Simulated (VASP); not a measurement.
# Ba2LiB6Os (Fm-3m) in VASP: notebook

Ba2LiB6Os is run at these levels: r2SCAN; tasks: single point.

All numbers are computed with VASP 6.6.1; they aren't measurements. Logs are shortened: lines on timing, memory, paths and dates and some standing lists are left out, and cuts for length are marked.

## (1) The cell of the first run

It takes space group Fm-3m (No. 225, cubic). Conventional cell: a = 7.961 Å, b = 7.961 Å, c = 7.961 Å, α = 90.00°, β = 90.00°, γ = 90.00°. Within 2.8 Å of Li (site symmetry m-3m) lie 6 B at 2.13 Å. Within 3.7 Å of Ba (site symmetry -43m) lie 12 B at 2.82 Å and 4 Li at 3.45 Å and 4 Os at 3.45 Å. Os (site symmetry m-3m) has 6 B at 1.86 Å within 2.5 Å. B (site symmetry 4mm) has 1 Os at 1.86 Å and 1 Li at 2.13 Å within 2.5 Å.

## (2) Single point, r2SCAN

POSCAR

```
Ba2LiB6Os
1.0
    0.0000000000      3.9807320000      3.9807320000
    3.9807320000      0.0000000000      3.9807320000
    3.9807320000      3.9807320000      0.0000000000
Li Ba Os B
1 2 1 6
Direct
    0.5000000000      0.5000000000      0.5000000000
    0.2500000000      0.2500000000      0.2500000000
    0.7500000000      0.7500000000      0.7500000000
    0.0000000000      0.0000000000      0.0000000000
    0.7670000000      0.2330000000      0.2330000000
    0.2330000000      0.7670000000      0.2330000000
    0.2330000000      0.7670000000      0.7670000000
    0.7670000000      0.2330000000      0.7670000000
    0.2330000000      0.2330000000      0.7670000000
    0.7670000000      0.7670000000      0.2330000000
```

INCAR.step1

```
SYSTEM = Ba2LiB6Os
ALGO = Normal
EDIFF = 1E-4
ENCUT = 520
GGA = PE
ISMEAR = 0
LASPH = .TRUE.
LCHARG = .FALSE.
LREAL = .FALSE.
LWAVE = .TRUE.
NBANDS = 36
NELM = 80
PREC = Accurate
SIGMA = 0.1688
```

INCAR.step2

```
SYSTEM = Ba2LiB6Os
ALGO = Normal
EDIFF = 1E-6
ENCUT = 520
ISIF = 2
ISMEAR = 0
ISTART = 1
LASPH = .TRUE.
LCHARG = .FALSE.
LMIXTAU = .TRUE.
LREAL = .FALSE.
LWAVE = .FALSE.
METAGGA = R2SCAN
NBANDS = 36
NELM = 80
PREC = Accurate
SIGMA = 0.1688
```

KPOINTS

```
k-points
0
G
  4 4 4
  0 0 0
```

Potentials or basis: VASP PAW PBE potentials, release 64 (Li_sv, Ba_sv, Os, B).

On the command line:

```console
$ cat potpaw_PBE.64/Li_sv/POTCAR potpaw_PBE.64/Ba_sv/POTCAR potpaw_PBE.64/Os/POTCAR potpaw_PBE.64/B/POTCAR > POTCAR
$ cp INCAR.step1 INCAR
$ mpirun -np 1 vasp_std > vasp.out
$ cp INCAR.step2 INCAR
$ mpirun -np 1 vasp_std > vasp.out
```

OUTCAR:

```text
SYSTEM = Ba2LiB6Os
   EDIFF = 1E-6
   ENCUT = 520
   ISIF = 2
   ISMEAR = 0
   ISTART = 1
   LASPH = .TRUE.
   LREAL = .FALSE.
   METAGGA = R2SCAN
   NELM = 80
   PREC = Accurate

 ion  position               nearest neighbor table
   1  0.500  0.500  0.500-   5 2.13   6 2.13   7 2.13   8 2.13   9 2.13  10 2.13   2 3.45   3 3.45
                             2 3.45   2 3.45   2 3.45   3 3.45   3 3.45   3 3.45
   2  0.250  0.250  0.250-   5 2.82   8 2.82  10 2.82   6 2.82   7 2.82  10 2.82   7 2.82   8 2.82
                             9 2.82   5 2.82   6 2.82   9 2.82   4 3.45   1 3.45   4 3.45   4 3.45
   3  0.750  0.750  0.750-   7 2.82   8 2.82  10 2.82   5 2.82   6 2.82  10 2.82   5 2.82   8 2.82
                             9 2.82   6 2.82   7 2.82   9 2.82   1 3.45   4 3.45   1 3.45   1 3.45
   4  0.000  0.000  0.000-   5 1.86   6 1.86   7 1.86   8 1.86   9 1.86  10 1.86   2 3.45   3 3.45
                             3 3.45   3 3.45   3 3.45   2 3.45   2 3.45   2 3.45
   5  0.767  0.233  0.233-   4 1.86   1 2.13   3 2.82   2 2.82   3 2.82   2 2.82
   6  0.233  0.767  0.233-   4 1.86   1 2.13   3 2.82   2 2.82   3 2.82   2 2.82
   7  0.233  0.767  0.767-   4 1.86   1 2.13   3 2.82   3 2.82   2 2.82   2 2.82
   8  0.767  0.233  0.767-   4 1.86   1 2.13   3 2.82   3 2.82   2 2.82   2 2.82
   9  0.233  0.233  0.767-   4 1.86   1 2.13   3 2.82   2 2.82   3 2.82   2 2.82
  10  0.767  0.767  0.233-   4 1.86   1 2.13   3 2.82   3 2.82   2 2.82   2 2.82

  LATTYP: Found a face centered cubic cell.
 ALAT       =     7.9614640000

  Lattice vectors:

 A1 = (   0.0000000000,   3.9807320000,   3.9807320000)
 A2 = (   3.9807320000,   0.0000000000,   3.9807320000)
 A3 = (   3.9807320000,   3.9807320000,   0.0000000000)

Analysis of symmetry for initial positions (statically):
=====================================================================
 Subroutine PRICEL returns:
 Original cell was already a primitive cell.

 Routine SETGRP: Setting up the symmetry group for a
 face centered cubic supercell.

 Subroutine GETGRP returns: Found 48 space group operations
 (whereof 48 operations were pure point group operations)
 out of a pool of 48 trial point group operations.

The static configuration has the point symmetry O_h .

Analysis of symmetry for dynamics (positions and initial velocities):
=====================================================================
 Subroutine PRICEL returns:
 Original cell was already a primitive cell.

 Routine SETGRP: Setting up the symmetry group for a
 face centered cubic supercell.

[... 113 lines left out ...]
   PSTRESS=    0.0 pullay stress
   NELECT =      49.0000    total number of electrons
   NUPDOWN=      -1.0000    fix difference up-down
   EMIN   =  10.00;   EMAX   =-10.00  energy-range for DOS
   EFERMI =   0.00;   METHOD = LEGACY
   ISMEAR =     0;   SIGMA  =   0.17  broadening in eV -4-tet -1-fermi 0-gaus
   EFERMI_NEDOS =   21; number of points for ismear=-14 and -15
   IALGO  =     38    algorithm
   IMIX   =      4    mixing-type and parameters
     AMIX     =   0.40;   BMIX     =  1.00
     AMIX_MAG =   1.60;   BMIX_MAG =  1.00
  volume/ion in A,a.u.               =      12.62        85.14
  Fermi-wavevector in a.u.,A,eV,Ry     =   1.194448  2.257179 19.411514  1.426706
  Thomas-Fermi vector in A             =   2.330438
   LORBIT       =      0    0 simple, 1 ext, 2 COOP (PROOUT), +10 PAW based schemes
   METAGGA = R2SCAN    functional components
   LHFCALC =     F    Hartree Fock is set to
   AEXX    =    0.0000 exact exchange contribution
   IVDW    =     0    specifies the selected vdW correction
   LEPSILON=     F    determine dielectric tensor
   LRPA    =     F    only Hartree local field effects (RPA)
 non-spin polarized calculation
 Gauss-broadening in eV      SIGMA  =   0.17
  energy-cutoff  :      520.00
  volume of cell :      126.16
 maximum number of plane-waves:      3479
 NGX is ok and might be reduce to    42
   NGX = 21   NGY = 21   NGZ = 21

 number of electron      48.9999993 magnetization

 Free energy of the ion-electron system (eV)
  ---------------------------------------------------
  ext. energy  EPLUGINS =         0.00000000
  ---------------------------------------------------
  free energy    TOTEN  =      -136.74962775 eV

  energy without entropy =     -136.67067566  energy(sigma->0) =     -136.71015170

 E-fermi :   5.6710     XC(G=0): -11.9406

 val. band max:        5.6605581663   @ k =  -0.2500   0.5000   0.2500
 cond. band min:       5.6739390676   @ k =   0.5000   0.2500   0.0000
 fundamental gap:      0.0133809013
 Fermi energy:         5.6709522946

 k-point     1 :       0.0000    0.0000    0.0000
  band No.  band energies     occupation
      1     -39.9349      2.00000
      2     -21.9779      2.00000
      3     -21.6954      2.00000
      4      -7.9082      2.00000
      5      -7.9082      2.00000
      6      -7.9082      2.00000
[... 301 lines left out ...]
     35       9.0060      0.00000
     36       9.2005      0.00000

------------------------ aborting loop because EDIFF is reached ----------------------------------------

  FORCE on cell =-STRESS in cart. coord.  units (eV):
  Direction    XX          YY          ZZ          XY          YZ          ZX
  --------------------------------------------------------------------------------------
  -------------------------------------------------------------------------------------
  Total       39.4050509     39.4050509     39.4050509      0.0000000     -0.0000000      0.0000000
  in kB      500.4303720    500.4303720    500.4303720      0.0000000     -0.0000000      0.0000000
  external PRESSURE =     500.4303720 kB  Pullay stress =       0.0000000 kB

 VOLUME and BASIS-vectors are now :
 -----------------------------------------------------------------------------
  energy-cutoff  :      520.00
  volume of cell :      126.16
      direct lattice vectors                 reciprocal lattice vectors
     0.000000000  3.980732000  3.980732000    -0.125605039  0.125605039  0.125605039
     3.980732000  0.000000000  3.980732000     0.125605039 -0.125605039  0.125605039
     3.980732000  3.980732000  0.000000000     0.125605039  0.125605039 -0.125605039

 POSITION                                       TOTAL-FORCE (eV/Angst)
 -----------------------------------------------------------------------------------
      3.98073      3.98073      3.98073        -0.000000     -0.000000      0.000000
      1.99037      1.99037      1.99037         0.000000      0.000000      0.000000
      5.97110      5.97110      5.97110         0.000000      0.000000      0.000000
      0.00000      0.00000      0.00000        -0.000000     -0.000000      0.000000
      1.85502      3.98073      3.98073         5.334276     -0.000000      0.000000
      3.98073      1.85502      3.98073        -0.000000      5.334276      0.000000
      6.10644      3.98073      3.98073        -5.334276     -0.000000      0.000000
      3.98073      6.10644      3.98073        -0.000000     -5.334276      0.000000
      3.98073      3.98073      1.85502        -0.000000     -0.000000      5.334276
      3.98073      3.98073      6.10644        -0.000000     -0.000000     -5.334276
 -----------------------------------------------------------------------------------
    total drift:                               -0.000000     -0.000000      0.000000

  FREE ENERGIE OF THE ION-ELECTRON SYSTEM (eV)
  ---------------------------------------------------
  free  energy   TOTEN  =      -136.7496277515 eV

  energy  without entropy=     -136.6706756572  energy(sigma->0) =     -136.71015170
```

OSZICAR.step1:

```text
N       E                     dE             d eps       ncg     rms          rms(c)
DAV:   1     0.276921251179E+03    0.27692E+03   -0.22243E+04   576   0.128E+03
DAV:   2    -0.173863758437E+02   -0.29431E+03   -0.27091E+03   700   0.291E+02
DAV:   3    -0.430737977445E+02   -0.25687E+02   -0.24534E+02   872   0.758E+01
DAV:   4    -0.444403017858E+02   -0.13665E+01   -0.13557E+01   880   0.122E+01
DAV:   5    -0.444907586023E+02   -0.50457E-01   -0.50433E-01   784   0.230E+00    0.413E+01
DAV:   6    -0.422658191786E+02    0.22249E+01   -0.68904E+00   832   0.142E+01    0.125E+01
DAV:   7    -0.418182134065E+02    0.44761E+00   -0.19247E+00   840   0.924E+00    0.131E+01
DAV:   8    -0.416691178171E+02    0.14910E+00   -0.42066E-01   740   0.321E+00    0.180E+00
DAV:   9    -0.416568935760E+02    0.12224E-01   -0.99004E-02   716   0.154E+00    0.364E-01
DAV:  10    -0.416566654805E+02    0.22810E-03   -0.66191E-03   740   0.445E-01    0.277E-01
DAV:  11    -0.416564549504E+02    0.21053E-03   -0.98280E-04   732   0.145E-01    0.826E-02
DAV:  12    -0.416563904539E+02    0.64496E-04   -0.12585E-04   356   0.608E-02
   1 F= -.41656390E+02 E0= -.41612972E+02  d E =-.868370E-01
```

Wall time 2.4 min (1 thread of Intel Xeon Platinum 8488C (Sapphire Rapids), shared host); peak memory 0.3 GiB.

What came out:

* Free energy: -136.7496 eV
* Largest force: 5.334 eV/Å

Forces in eV/Å, atoms in the order of the input:
```
Li   0.000  0.000  0.000
Ba   0.000  0.000  0.000
Ba   0.000  0.000  0.000
Os   0.000  0.000  0.000
B    5.334  0.000  0.000
B    0.000  5.334  0.000
B   -5.334  0.000  0.000
B    0.000 -5.334  0.000
B    0.000  0.000  5.334
B    0.000  0.000 -5.334
```

Caveat: the cutoff is under 1.25 times the usual one of these potentials, so pressure, stress and relaxed cells hold a basis-set (Pulay) error; the PAW data sets were made with another functional, which shifts forces and pressure a little; spin-orbit coupling is left out, which moves the levels of the heavy elements.

## (3) Single point, r2SCAN

POSCAR is that of step 2.

INCAR.step1

```
PREC     = Accurate       # precision mode
ENCUT    = 520            # plane-wave cutoff, eV
ISMEAR   = -1             # smearing method
SIGMA    = 0.15           # smearing width, eV
LREAL    = F              # projectors in reciprocal space
LASPH    = T              # aspherical terms in the spheres
NELM     = 60             # most SCF steps
NBANDS   = 36             # bands
GGA      = PE             # functional
ALGO     = Normal         # electronic algorithm
EDIFF    = 1E-4           # SCF threshold, eV
LWAVE    = T              # write WAVECAR
LCHARG   = F              # write CHGCAR
```

INCAR.step2

```
PREC     = Accurate       # precision mode
ENCUT    = 520            # plane-wave cutoff, eV
EDIFF    = 1E-6           # SCF threshold, eV
ISMEAR   = -1             # smearing method
SIGMA    = 0.15           # smearing width, eV
LREAL    = F              # projectors in reciprocal space
LASPH    = T              # aspherical terms in the spheres
NELM     = 60             # most SCF steps
ALGO     = Normal         # electronic algorithm
ISIF     = 2              # what is computed and relaxed
LWAVE    = F              # write WAVECAR
LCHARG   = F              # write CHGCAR
METAGGA  = R2SCAN         # meta-GGA
LMIXTAU  = T            
NBANDS   = 36             # bands
ISTART   = 1
```

KPOINTS

```
Automatic mesh
0
Gamma
  4 4 4
```

Potentials or basis: VASP PAW PBE potentials, release 64 (Li_sv, Ba_sv, Os, B).

On the command line:

```console
$ cat potpaw_PBE.64/Li_sv/POTCAR potpaw_PBE.64/Ba_sv/POTCAR potpaw_PBE.64/Os/POTCAR potpaw_PBE.64/B/POTCAR > POTCAR
$ cp INCAR.step1 INCAR
$ mpirun -np 1 vasp_std > vasp.out
$ cp INCAR.step2 INCAR
$ mpirun -np 1 vasp_std > vasp.out
```

It took 2.6 min on 1 thread of Intel Xeon Platinum 8488C (Sapphire Rapids), shared host; peak memory 0.3 GiB.

The run converged. Its results:

```yaml
Free_energy: -136.8836 eV
Largest_force: 5.361 eV/Å
```

Forces in eV/Å, atoms in the order of the input:
```
Li   0.000  0.000  0.000
Ba   0.000  0.000  0.000
Ba   0.000  0.000  0.000
Os   0.000  0.000  0.000
B    5.361  0.000  0.000
B    0.000  5.361  0.000
B   -5.361  0.000  0.000
B    0.000 -5.361  0.000
B    0.000  0.000  5.361
B    0.000  0.000 -5.361
```

Levels at points of the mesh, in eV from the Fermi level:
| k point | band 22 | band 23 | band 24 | band 25 | band 26 | band 27 |
| --- | --- | --- | --- | --- | --- | --- |
| (0.00, 0.00, 0.00) | -1.76 | -1.76 | -1.76 | 1.28 | 1.28 | 1.28 |
| (0.50, 0.00, 0.00) | -2.55 | -1.02 | -1.02 | 0.83 | 0.83 | 1.00 |
| (0.50, 0.50, 0.00) | -1.97 | -0.91 | -0.25 | 0.17 | 0.18 | 0.55 |

Caveat: the cutoff is under 1.25 times the usual one of these potentials, so pressure, stress and relaxed cells hold a basis-set (Pulay) error; the PAW data sets were made with another functional, which shifts forces and pressure a little; spin-orbit coupling is left out, which moves the levels of the heavy elements.

## (4) Single point, r2SCAN

POSCAR is that of step 3.

INCAR.step1

```
SYSTEM = Ba2LiB6Os
PREC = Accurate
ENCUT = 520
ISMEAR = 0
SIGMA = 0.1688
LREAL = .FALSE.
LASPH = .TRUE.
NELM = 80
NBANDS = 36
NELECT = 48.0
ISYM = 0
GGA = PE
ALGO = Normal
EDIFF = 1E-4
LWAVE = .TRUE.
LCHARG = .FALSE.
```

INCAR.step2

```
SYSTEM = Ba2LiB6Os
PREC = Accurate
ENCUT = 520
EDIFF = 1E-6
ISMEAR = 0
SIGMA = 0.1688
LREAL = .FALSE.
LASPH = .TRUE.
NELM = 80
ALGO = Normal
ISIF = 2
LWAVE = .FALSE.
LCHARG = .FALSE.
METAGGA = R2SCAN
LMIXTAU = .TRUE.
NBANDS = 36
NELECT = 48.0
ISYM = 0
ISTART = 1
```

KPOINTS

```
Automatic mesh
0
Gamma
  4 4 4
  0.5 0.5 0.5
```

On the command line:

```console
$ cat potpaw_PBE.64/Li_sv/POTCAR potpaw_PBE.64/Ba_sv/POTCAR potpaw_PBE.64/Os/POTCAR potpaw_PBE.64/B/POTCAR > POTCAR
$ cp INCAR.step1 INCAR
$ mpirun -np 1 vasp_std > vasp.out
$ cp INCAR.step2 INCAR
$ mpirun -np 1 vasp_std > vasp.out
```

Wall time 38 min (1 thread of Intel Xeon Platinum 8488C (Sapphire Rapids), shared host); peak memory 0.67 GiB.

The run converged. Its results:

| Quantity | Value |
| --- | --- |
| Free energy | -142.2693 eV |
| Largest force | 5.406 eV/Å |

Forces on the atoms (eV/Å):
```
Li   0.000  0.000  0.000
Ba   0.000  0.000  0.000
Ba   0.000  0.000  0.000
Os   0.000  0.000  0.000
B    5.406  0.000  0.000
B    0.000  5.406  0.000
B   -5.406  0.000  0.000
B    0.000 -5.406  0.000
B    0.000  0.000  5.406
B    0.000  0.000 -5.406
```

Levels at points of the mesh, in eV from the Fermi level:
| k point | band 22 | band 23 | band 24 | band 25 | band 26 | band 27 |
| --- | --- | --- | --- | --- | --- | --- |
| (0.12, 0.12, 0.12) | -1.82 | -1.03 | -1.03 | 1.07 | 1.07 | 1.60 |

Caveat: the cell carries a net charge on a neutralising background, which shifts energy and pressure; the cell is charged against a uniform background, so pressure and absolute levels hang on convention; the cutoff is under 1.25 times the usual one of these potentials, so pressure, stress and relaxed cells hold a basis-set (Pulay) error; the PAW data sets were made with another functional, which shifts forces and pressure a little; spin-orbit coupling is left out, which moves the levels of the heavy elements.
